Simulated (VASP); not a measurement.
Set up this calculation in VASP 6.6.1, as the native input.

```
Task                   : electric field gradients
Functional             : PBE
Potentials or basis    : VASP PAW PBE potentials, release 64 (Fe)
Cutoff                 : 520 eV
k mesh                 : 16 × 16 × 16
Occupations            : fermi-dirac, width 0.05 eV
Spin                   : collinear spin, ferromagnetic start
Starting moments       : [3.0] μB
Dipole correction      : no
Further INCAR settings : ALGO = Normal; EDIFF = 1e-08; NBANDS = 14
```

The structure of Fe lies in POSCAR:

```
Fe
1.0
    0.0000000000      1.9672918273      1.9909647747
    1.5181582831      0.0000000000      1.9909647747
    1.5181582831      1.9672918273      0.0000000000
Fe
1
Direct
    0.0000000000      0.0000000000      0.0000000000
```

The input as run:

INCAR

```
SYSTEM = Fe
ALGO = Normal
EDIFF = 1E-8
ENCUT = 520
GGA = PE
ISIF = 2
ISMEAR = -1
ISPIN = 2
LASPH = .TRUE.
LCHARG = .FALSE.
LEFG = .TRUE.
LMAXMIX = 4
LORBIT = 11
LREAL = .FALSE.
LWAVE = .FALSE.
MAGMOM = 3
NBANDS = 14
NELM = 150
PREC = Accurate
SIGMA = 0.05
```

KPOINTS

```
k-points
0
G
  16 16 16
  0 0 0
```

Potentials or basis: VASP PAW PBE potentials, release 64 (Fe).

Command:

```sh
$ cat potpaw_PBE.64/Fe/POTCAR > POTCAR
$ mpirun -np 1 vasp_std > vasp.out
```

Results of the run:

```json
{
 "Pressure": "-6.5 GPa",
 "Net moment": "2.31 μB per cell",
 "Site moments": "Fe +2.31 μB",
 "Largest electric field gradient by atom": "Fe +5.0 V/Å²",
 "Valence electrons inside the program's atomic spheres": "Fe 7.18"
}
```

Caveat: the stress differs along the axes, from -11 to -4 GPa; without QUAD_EFG the Cq values of the log hold for a quadrupole moment of 1 mb, not for the nuclei.

Run time: 2.8 min on 1 thread of Intel Xeon 8259CL, with other jobs on the host, peak memory 0.27 GiB.
